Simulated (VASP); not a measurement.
# TaN (P-6m2) in VASP: notebook

The runs below take TaN through single point, relaxation of cell and atoms, with PBE.

All numbers are computed with VASP 6.6.1; they aren't measurements. Logs are shortened: lines on timing, memory, paths and dates and some standing lists are left out, and cuts for length are marked.

**1. The cell of the first run**

It takes space group P-6m2 (No. 187, hexagonal). Conventional cell: a = 2.950 Å, b = 2.950 Å, c = 2.898 Å, α = 90.00°, β = 90.00°, γ = 120.00°. Within 3.0 Å of Ta (site symmetry -6m2) lie 6 N at 2.24 Å and 8 Ta at 2.90 to 2.95 Å. N (site symmetry -6m2) has 6 Ta at 2.24 Å and 8 N at 2.90 to 2.95 Å within 3.0 Å.

**2. Single point, PBE**

File INCAR:

```
SYSTEM = TaN
PREC = Accurate ; ENCUT = 520
EDIFF = 1E-6 ; ISMEAR = 0
SIGMA = 0.1 ; LREAL = Auto
LASPH = .TRUE. ; NELM = 80
ALGO = Normal ; ISIF = 2
LWAVE = .FALSE. ; LCHARG = .FALSE.
GGA = PE ; NBANDS = 150
LUSENCCL = .FALSE.
```

File KPOINTS:

```
regular mesh
0
G
  5 5 5
  0 0 0
```

File POSCAR:

```
TaN
1.0
    4.4252770195      2.5549348784     -5.7955432031
    4.4252770195      2.5549348784      5.7955432031
   -1.4750923398     -7.6648046353      0.0000000000
Ta N
16 16
Direct
    0.9583333333      0.2083333333      0.5000000000
    0.3333333333      0.0833333333      0.2500000000
    0.0833333333      0.3333333333      0.2500000000
    0.8333333333      0.5833333333      0.2500000000
    0.8333333333      0.0833333333      0.7500000000
    0.7083333333      0.4583333333      0.5000000000
    0.4583333333      0.7083333333      0.5000000000
    0.2083333333      0.9583333333      0.5000000000
    0.4583333333      0.2083333333      0.0000000000
    0.2083333333      0.4583333333      0.0000000000
    0.9583333333      0.7083333333      0.0000000000
    0.5833333333      0.8333333333      0.2500000000
    0.5833333333      0.3333333333      0.7500000000
    0.3333333333      0.5833333333      0.7500000000
    0.0833333333      0.8333333333      0.7500000000
    0.7083333333      0.9583333333      0.0000000000
    0.8750000000      0.8750000000      0.2500000000
    0.2500000000      0.7500000000      0.0000000000
    0.0000000000      0.0000000000      0.0000000000
    0.7500000000      0.2500000000      0.0000000000
    0.7500000000      0.7500000000      0.5000000000
    0.6250000000      0.1250000000      0.2500000000
    0.3750000000      0.3750000000      0.2500000000
    0.1250000000      0.6250000000      0.2500000000
    0.3750000000      0.8750000000      0.7500000000
    0.1250000000      0.1250000000      0.7500000000
    0.8750000000      0.3750000000      0.7500000000
    0.5000000000      0.5000000000      0.0000000000
    0.5000000000      0.0000000000      0.5000000000
    0.2500000000      0.2500000000      0.5000000000
    0.0000000000      0.5000000000      0.5000000000
    0.6250000000      0.6250000000      0.7500000000
```

Potentials or basis: VASP PAW PBE potentials, release 64 (Ta_pv, N).

On the command line:

```bash
$ cat potpaw_PBE.64/Ta_pv/POTCAR potpaw_PBE.64/N/POTCAR > POTCAR
$ mpirun -np 1 vasp_std > vasp.out
```

OUTCAR:

```text
SYSTEM = TaN
   PREC = Accurate
   ENCUT = 520
   EDIFF = 1E-6
   ISMEAR = 0
   LREAL = Auto
   LASPH = .TRUE.
   NELM = 80
   ISIF = 2
   GGA = PE

 ion  position               nearest neighbor table
   1  0.958  0.208  0.500-  26 2.24  27 2.24  17 2.24  22 2.24  30 2.24  31 2.24   6 2.90   8 2.90
                             3 2.95   5 2.95  12 2.95  14 2.95  10 2.95  16 2.95
   2  0.333  0.083  0.250-  29 2.24  30 2.24  18 2.24  19 2.24  22 2.24  23 2.24   3 2.90  12 2.90
                             9 2.95   8 2.95  11 2.95   6 2.95  13 2.95  15 2.95
   3  0.083  0.333  0.250-  30 2.24  31 2.24  19 2.24  20 2.24  23 2.24  24 2.24   2 2.90   4 2.90
                             1 2.95  10 2.95   7 2.95  16 2.95  14 2.95   5 2.95
   4  0.833  0.583  0.250-  21 2.24  31 2.24  28 2.24  20 2.24  17 2.24  24 2.24   3 2.90  12 2.90
                            11 2.95   6 2.95   8 2.95   9 2.95  15 2.95  13 2.95
   5  0.833  0.083  0.750-  19 2.24  20 2.24  21 2.24  29 2.24  27 2.24  26 2.24  13 2.90  15 2.90
                             1 2.95  16 2.95  10 2.95   7 2.95   3 2.95  12 2.95
   6  0.708  0.458  0.500-  27 2.24  32 2.24  22 2.24  23 2.24  31 2.24  21 2.24   1 2.90   7 2.90
                             4 2.95  13 2.95   2 2.95  15 2.95  11 2.95   9 2.95
   7  0.458  0.708  0.500-  25 2.24  32 2.24  23 2.24  24 2.24  29 2.24  21 2.24   6 2.90   8 2.90
                            12 2.95  14 2.95   3 2.95   5 2.95  16 2.95  10 2.95
   8  0.208  0.958  0.500-  25 2.24  26 2.24  17 2.24  24 2.24  29 2.24  30 2.24   1 2.90   7 2.90
                             2 2.95  15 2.95  13 2.95   4 2.95   9 2.95  11 2.95
   9  0.458  0.208  0.000-  22 2.24  23 2.24  25 2.24  26 2.24  20 2.24  28 2.24  10 2.90  16 2.90
[... 17 lines left out ...]
  19  0.000  0.000  0.000-   5 2.24  15 2.24   2 2.24   3 2.24  11 2.24  16 2.24
  20  0.750  0.250  0.000-   5 2.24  13 2.24   3 2.24   4 2.24   9 2.24  16 2.24
  21  0.750  0.750  0.500-   4 2.24  12 2.24   5 2.24  15 2.24   6 2.24   7 2.24
  22  0.625  0.125  0.250-   9 2.24  16 2.24   1 2.24   6 2.24  12 2.24   2 2.24
[... 8 lines left out ...]
  31  0.000  0.500  0.500-   3 2.24   4 2.24  14 2.24  15 2.24   1 2.24   6 2.24
  32  0.625  0.625  0.750-   6 2.24   7 2.24  11 2.24  16 2.24  14 2.24  13 2.24

  LATTYP: Found a face centered orthorhombic cell.
 ALAT       =    10.2197395137
 B/A-ratio  =     1.1341860906
 C/A-ratio  =     1.1547005384

  Lattice vectors:

 A1 = (   2.9501846797,  -5.1098697569,   5.7955432031)
 A2 = (   7.3754616992,  -2.5549348785,   0.0000000000)
 A3 = (   4.4252770195,   2.5549348784,   5.7955432031)

Analysis of symmetry for initial positions (statically):
=====================================================================
 Subroutine PRICEL returns following result:

  LATTYP: Found a hexagonal cell.
 ALAT       =     2.9501846797
 C/A-ratio  =     0.9822339671

  Lattice vectors:

 A1 = (  -1.4750923398,   2.5549348785,   0.0000000000)
 A2 = (   2.9501846797,  -0.0000000000,   0.0000000000)
 A3 = (  -0.0000000000,   0.0000000000,  -2.8977716016)

  16 primitive cells build up your supercell.

 Routine SETGRP: Setting up the symmetry group for a
 face centered orthorhombic supercell.

 Subroutine GETGRP returns: Found  4 space group operations
 (whereof  4 operations were pure point group operations)
 out of a pool of  8 trial point group operations.

The static configuration has the point symmetry C_2v.

Analysis of symmetry for dynamics (positions and initial velocities):
=====================================================================
 Subroutine PRICEL returns following result:

  LATTYP: Found a hexagonal cell.
 ALAT       =     2.9501846797
 C/A-ratio  =     0.9822339671

  Lattice vectors:

 A1 = (  -1.4750923398,   2.5549348785,   0.0000000000)
 A2 = (   2.9501846797,  -0.0000000000,   0.0000000000)
 A3 = (  -0.0000000000,   0.0000000000,  -2.8977716016)

  16 primitive cells build up your supercell.

 Routine SETGRP: Setting up the symmetry group for a
[... 46 lines left out ...]
   NELECT =     256.0000    total number of electrons
   NUPDOWN=      -1.0000    fix difference up-down
   EMIN   =  10.00;   EMAX   =-10.00  energy-range for DOS
   EFERMI =   0.00;   METHOD = LEGACY
   ISMEAR =     0;   SIGMA  =   0.10  broadening in eV -4-tet -1-fermi 0-gaus
   EFERMI_NEDOS =   21; number of points for ismear=-14 and -15
   IALGO  =     38    algorithm
   IMIX   =      4    mixing-type and parameters
     AMIX     =   0.40;   BMIX     =  1.00
     AMIX_MAG =   1.60;   BMIX_MAG =  1.00
  volume/ion in A,a.u.               =      10.92        73.70
  Fermi-wavevector in a.u.,A,eV,Ry     =   1.475765  2.788791 29.631873  2.177881
  Thomas-Fermi vector in A             =   2.590374
   LORBIT       =      0    0 simple, 1 ext, 2 COOP (PROOUT), +10 PAW based schemes
   GGA     = PE    functional components
   LHFCALC =     F    Hartree Fock is set to
   AEXX    =    0.0000 exact exchange contribution
   IVDW    =     0    specifies the selected vdW correction
   LEPSILON=     F    determine dielectric tensor
   LRPA    =     F    only Hartree local field effects (RPA)
 non-spin polarized calculation
 Gauss-broadening in eV      SIGMA  =   0.10
  energy-cutoff  :      520.00
  volume of cell :      349.47
 maximum number of plane-waves:      9447
 NGX is ok and might be reduce to    60

 number of electron     256.0000016 magnetization

 Free energy of the ion-electron system (eV)
  ---------------------------------------------------
  ext. energy  EPLUGINS =         0.00000000
  ---------------------------------------------------
  free energy    TOTEN  =      -359.14814542 eV

  energy without entropy =     -359.14260679  energy(sigma->0) =     -359.14537611

 E-fermi :   8.1326     XC(G=0): -13.2725

 val. band max:        8.1184426654   @ k =  -0.2000   0.2000   0.0000
 cond. band min:       8.1942137533   @ k =   0.2000   0.0000   0.0000
 fundamental gap:      0.0757710879
 Fermi energy:         8.1326232507

 k-point     1 :       0.0000    0.0000    0.0000
  band No.  band energies     occupation
      1     -27.6484      2.00000
      2     -27.4994      2.00000
      3     -27.4014      2.00000
      4     -27.4014      2.00000
      5     -27.4009      2.00000
      6     -27.3398      2.00000
[... 3421 lines left out ...]
    139      10.2112      0.00000
    140      10.7433      0.00000

 [... further k-points ...]

 [bands above 140 left out]

------------------------ aborting loop because EDIFF is reached ----------------------------------------

  FORCE on cell =-STRESS in cart. coord.  units (eV):
  Direction    XX          YY          ZZ          XY          YZ          ZX
  --------------------------------------------------------------------------------------
  -------------------------------------------------------------------------------------
  Total        1.3145483      1.3148591      1.6058915     -0.0002692      0.0000000      0.0000000
  in kB        6.0266220      6.0280469      7.3623016     -0.0012340      0.0000000      0.0000000
  external PRESSURE =       6.4723235 kB  Pullay stress =       0.0000000 kB

 VOLUME and BASIS-vectors are now :
 -----------------------------------------------------------------------------
  energy-cutoff  :      520.00
  volume of cell :      349.47
      direct lattice vectors                 reciprocal lattice vectors
     4.425277020  2.554934878 -5.795543203     0.127110687 -0.024462463 -0.086273190
     4.425277020  2.554934878  5.795543203     0.127110687 -0.024462463  0.086273190
    -1.475092340 -7.664804635  0.000000000     0.084740458 -0.146774778  0.000000000

 POSITION                                       TOTAL-FORCE (eV/Angst)
 -----------------------------------------------------------------------------------
      4.42528     -0.85164     -4.34666         0.000079      0.000046      0.000000
      1.47509     -0.85164     -1.44889         0.000079      0.000046      0.000000
      1.47509     -0.85164      1.44889         0.000079      0.000046      0.000000
      5.90037      1.70329     -1.44889         0.000079      0.000046      0.000000
      2.95018     -3.40658     -4.34666         0.000079      0.000046      0.000000
      4.42528     -0.85164     -1.44889         0.000079      0.000046      0.000000
[... 24 lines left out ...]
      1.47509     -2.55493      2.89777        -0.000079     -0.000046      0.000000
      4.42528     -2.55493      0.00000        -0.000079     -0.000046      0.000000
 -----------------------------------------------------------------------------------
    total drift:                                0.004718      0.002727     -0.000000

  FREE ENERGIE OF THE ION-ELECTRON SYSTEM (eV)
  ---------------------------------------------------
  free  energy   TOTEN  =      -359.1481454192 eV

  energy  without entropy=     -359.1426067917  energy(sigma->0) =     -359.14537611
```

Wall time 4.2 min (1 × NVIDIA H100 80GB with 1 thread of AMD EPYC 7R13 (Zen 3), shared host); peak memory 2.1 GiB.

What came out:

* Free energy: -359.1481 eV
* Pressure: 0.6 GPa
* Band gap on the k mesh: zero (bands 128 and 129 overlap by 0.50 eV)

Caveat: spin-orbit coupling is left out, which moves the levels of the heavy elements.

**3. Single point, PBE**

This run uses another cell than the first one: it holds 2 atoms, not 32.

File INCAR:

```
SYSTEM = TaN
PREC = Accurate
ENCUT = 520
EDIFF = 1E-7
ISMEAR = 0
SIGMA = 0.1
LREAL = .False.
LASPH = .True.
NELM = 60
ALGO = Normal
ISIF = 2
LWAVE = .False.
LCHARG = .True.
GGA = PE
LELF = .True.
LVHAR = .True.
NBANDS = 15
ISYM = 0
```

File KPOINTS:

```
regular mesh
0
Gamma
  12 12 13
  0 0 0
```

File POSCAR:

```
TaN
1.0
    2.8977716015      0.0000000000      0.0000000000
    0.0000000000      2.9501846798      0.0000000000
    0.0000000000     -1.4750923399      2.5549348785
Ta N
1 1
Direct
    0.5000000000      0.6666666667      0.3333333333
    0.0000000000      0.0000000000      0.0000000000
```

Potentials or basis: VASP PAW PBE potentials, release 64 (Ta_pv, N).

On the command line:

```bash
$ cat potpaw_PBE.64/Ta_pv/POTCAR potpaw_PBE.64/N/POTCAR > POTCAR
$ mpirun -np 1 vasp_std > vasp.out
```

Wall time 83 s (1 thread of Intel Xeon 6975P-C (Granite Rapids), shared host); peak memory 0.4 GiB.

Results (log left out):

- Free energy: -22.4464 eV
- Pressure: 0.7 GPa
- Band gap on the k mesh: zero (bands 8 and 9 overlap by 0.31 eV)

Stress tensor (GPa, compression positive):
```
0.79 0.00 0.00
0.00 0.59 0.02
0.00 0.02 0.60
```

Levels at points of the mesh, in eV from the Fermi level:
| k point | band 5 | band 6 | band 7 | band 8 | band 9 | band 10 | band 11 | band 12 |
| --- | --- | --- | --- | --- | --- | --- | --- | --- |
| (0.00, 0.00, 0.00) | -4.53 | -4.53 | -4.18 | -2.95 | 2.08 | 3.48 | 3.48 | 3.89 |
| (0.50, 0.00, 0.00) | -9.30 | -3.73 | -3.73 | -0.12 | -0.12 | 2.31 | 3.26 | 3.26 |
| (0.00, 0.50, 0.00) | -8.24 | -5.17 | -3.46 | -3.19 | 2.92 | 3.91 | 5.10 | 5.17 |
| (0.50, 0.50, 0.00) | -7.28 | -6.17 | -5.63 | -0.43 | 4.03 | 5.22 | 5.88 | 6.92 |

Caveat: spin-orbit coupling is left out, which moves the levels of the heavy elements.

**4. Relaxation of cell and atoms, PBE**

This run uses another cell than the first one: it holds 2 atoms, not 32.

File INCAR:

```
SYSTEM = TaN
PREC = Accurate ; ENCUT = 600
EDIFF = 1E-7 ; ISMEAR = -1
SIGMA = 0.15 ; LREAL = .FALSE.
LASPH = .TRUE. ; NELM = 60
ALGO = Normal ; ISIF = 3
LWAVE = .FALSE. ; LCHARG = .FALSE.
GGA = PE ; IBRION = 2
NSW = 80 ; EDIFFG = -0.001
```

File KPOINTS:

```
regular mesh
0
G
  18 18 14
  0 0 0
```

File POSCAR:

```
TaN
1.0
    2.9501846798      0.0000000000      0.0000000000
   -1.4750923399      2.5549348785      0.0000000000
    0.0000000000      0.0000000000      2.8977716016
Ta N
1 1
Direct
    0.3333333333      0.6666666667      0.5000000000
    0.0000000000      0.0000000000      0.0000000000
```

On the command line:

```bash
$ cat potpaw_PBE.64/Ta_pv/POTCAR potpaw_PBE.64/N/POTCAR > POTCAR
$ mpirun -np 1 vasp_std > vasp.out
```

Run time: 86 s. Hardware: 1 thread of Intel Xeon 6975P-C (Granite Rapids), shared host; peak memory 0.24 GiB.

The run converged. Its results:

```yaml
Free_energy: -22.4516 eV
Relaxed_volume: 10.94 Å³/atom
Relaxed_cell: a = 2.952 Å, b = 2.952 Å, c = 2.899 Å, α = 90.00°, β = 90.00°, γ = 120.00°
Space_group_after_relaxing_to_0.1_Å: P-6m2 (No. 187)
Energy_gained_by_relaxing: 0.0 meV/atom
Ionic_steps: 8
Pressure_after_relaxing: 0.0 GPa
Band_gap_on_the_k_mesh: zero (bands 8 and 9 overlap by 0.29 eV)
```

Final structure:
```
CELL_PARAMETERS angstrom
2.95187 0.00000 0.00000
-1.47593 2.55639 0.00000
0.00000 0.00000 2.89922
ATOMIC_POSITIONS crystal
Ta 0.33333 0.66667 0.50000
N 0.00000 0.00000 0.00000
```

Levels at points of the mesh, in eV from the Fermi level:
| k point | band 6 | band 7 | band 8 | band 9 | band 10 | band 11 |
| --- | --- | --- | --- | --- | --- | --- |
| (0.00, 0.00, 0.00) | -4.52 | -4.17 | -2.94 | 2.07 | 3.48 | 3.48 |
| (0.50, 0.00, 0.00) | -5.15 | -3.45 | -3.18 | 2.92 | 3.91 | 5.10 |
| (0.00, 0.00, 0.50) | -3.72 | -3.72 | -0.11 | -0.11 | 2.31 | 3.26 |
| (0.50, 0.00, 0.50) | -6.16 | -5.62 | -0.43 | 4.02 | 5.21 | 5.87 |

Caveat: spin-orbit coupling is left out, which moves the levels of the heavy elements.

**5. Relaxation of cell and atoms, PBE, target pressure 30 GPa, at which the enthalpy is minimised**

This run uses another cell than the first one: it holds 2 atoms, not 32.

File INCAR:

```
SYSTEM = TaN
ALGO     = Normal         ! electronic algorithm
EDIFF    = 1E-6           ! SCF threshold, eV
EDIFFG   = -0.001         ! ionic threshold
ENCUT    = 600            ! plane-wave cutoff, eV
GGA      = PE             ! functional
IBRION   = 2              ! ionic algorithm
ISIF     = 3              ! what is computed and relaxed
ISMEAR   = -1             ! smearing method
LASPH    = .True.         ! aspherical terms in the spheres
LCHARG   = .False.        ! write CHGCAR
LREAL    = .False.        ! projectors in reciprocal space
LWAVE    = .False.        ! write WAVECAR
NELM     = 80             ! most SCF steps
NSW      = 80             ! ionic steps
PREC     = Accurate       ! precision mode
PSTRESS  = 300.0        
SIGMA    = 0.15           ! smearing width, eV
```

File KPOINTS:

```
k-points
0
Gamma
  18 18 14
  0 0 0
```

File POSCAR:

```
TaN
1.0
    2.9504707854      0.0000000000      0.0000000000
   -1.4752353927      2.5551826533      0.0000000000
    0.0000000000      0.0000000000      2.8973536918
Ta N
1 1
Direct
    0.3333333333      0.6666666667      0.5000000000
    0.0000000000      0.0000000000      0.0000000000
```

On the command line:

```bash
$ cat potpaw_PBE.64/Ta_pv/POTCAR potpaw_PBE.64/N/POTCAR > POTCAR
$ mpirun -np 1 vasp_std > vasp.out
```

Run time: 2.9 min. Hardware: 1 thread of Intel Xeon 6975P-C (Granite Rapids), shared host; peak memory 0.25 GiB.

Results (log left out):

```yaml
Free_energy: -22.3124 eV
Relaxed_volume: 10.14 Å³/atom
Relaxed_cell: a = 2.874 Å, b = 2.874 Å, c = 2.836 Å, α = 90.00°, β = 90.00°, γ = 120.00°
Space_group_after_relaxing_to_0.1_Å: P-6m2 (No. 187)
Energy_change_on_relaxing_the_run_minimises_the_enthalpy: +69.6 meV/atom
Ionic_steps: 24
Pressure_after_relaxing: 30.0 GPa
Band_gap_on_the_k_mesh: zero (bands 8 and 9 overlap by 0.30 eV)
```

Step by step:
```
step  energy change (eV)  largest force (eV/Å)  pressure (GPa)  volume (Å³)
   1              0.0000                0.0000            0.55        21.84
   2              2.7744                0.0000          201.02        16.09
   3              0.1127                0.0000           26.74        20.44
   4              0.1321                0.0000           29.20        20.33
   5              0.1387                0.0000           29.97        20.29
   6              0.1444                0.0000           30.67        20.26
   7              0.1472                0.0000           30.80        20.25
   8              0.1452                0.0000           30.75        20.26
   9              0.1255                0.0000           28.31        20.36
  10              0.1392                0.0000           30.01        20.29
  11              0.1391                0.0000           30.01        20.29
  12              0.1322                0.0000           29.20        20.33
  13              0.1389                0.0000           29.94        20.29
  14              0.1404                0.0000           30.14        20.28
  15              0.1394                0.0000           30.04        20.29
  16              0.1392                0.0000           30.04        20.29
  17              0.1391                0.0000           30.02        20.29
  18              0.1390                0.0000           30.00        20.29
  19              0.1390                0.0000           29.99        20.29
  20              0.1390                0.0000           29.99        20.29
  21              0.1391                0.0000           30.00        20.29
  22              0.1391                0.0000           30.00        20.29
  23              0.1391                0.0000           30.00        20.29
  24              0.1391                0.0000           29.99        20.29
```

Final structure:
```
CELL_PARAMETERS angstrom
2.87406 0.00000 0.00000
-1.43703 2.48901 0.00000
0.00000 0.00000 2.83603
ATOMIC_POSITIONS crystal
Ta 0.33333 0.66667 0.50000
N 0.00000 0.00000 0.00000
```

Levels at points of the mesh, in eV from the Fermi level:
```
           k point  band 4  band 5  band 6  band 7  band 8  band 9  band 10  band 11  band 12
(0.00, 0.00, 0.00)  -18.28   -4.83   -4.83   -4.55   -3.07    2.68     3.80     3.80     4.31
(0.50, 0.00, 0.00)  -15.75   -8.66   -5.59   -3.78   -3.31    3.20     4.40     5.50     5.76
(0.00, 0.00, 0.50)  -15.30   -9.77   -3.97   -3.97   -0.15   -0.15     2.46     3.52     3.52
(0.50, 0.00, 0.50)  -16.22   -7.71   -6.47   -6.04   -0.29    4.56     5.83     6.52     7.64
```

Caveat: the cell is relaxed towards a set pressure, so the run minimises the enthalpy, not the energy; spin-orbit coupling is left out, which moves the levels of the heavy elements.

**6. Overview**

```tsv
task	cell	k mesh	cutoff (eV)	smearing	gap on the mesh (eV)	pressure (GPa)
single point	a = 7.727, b = 7.727, c = 7.805 Å, angles 115.7, 115.7, 97.2°, 32 atoms, atomic positions A	5 × 5 × 5	520	gaussian 0.1 eV	none	0.6
single point	a = 2.898, b = 2.950, c = 2.950 Å, angles 120.0, 90.0, 90.0°, 2 atoms, atomic positions B	12 × 12 × 13	520	gaussian 0.1 eV	none	0.7
relaxation of cell and atoms	relaxed from a = 2.950, b = 2.950, c = 2.898 Å, angles 90.0, 90.0, 120.0°, 2 atoms, atomic positions C	18 × 18 × 14	600	fermi-dirac 0.15 eV	none	0.0
relaxation of cell and atoms	relaxed to 30 GPa from a = 2.950, b = 2.950, c = 2.897 Å, angles 90.0, 90.0, 120.0°, 2 atoms, atomic positions C	18 × 18 × 14	600	fermi-dirac 0.15 eV	none	30.0
```

Alike in all rows: level PBE; potentials or basis VASP PAW PBE potentials, release 64 (Ta_pv, N); no spin polarisation.

Caveats: spin-orbit coupling is left out, which moves the levels of the heavy elements; the cell is relaxed towards a set pressure, so the run minimises the enthalpy, not the energy (at least some runs).

Total energies depend on the potentials used, so only differences within one code and one set of settings carry meaning.

The gap in the log of VASP goes by the Fermi energy; the results here count the filled bands.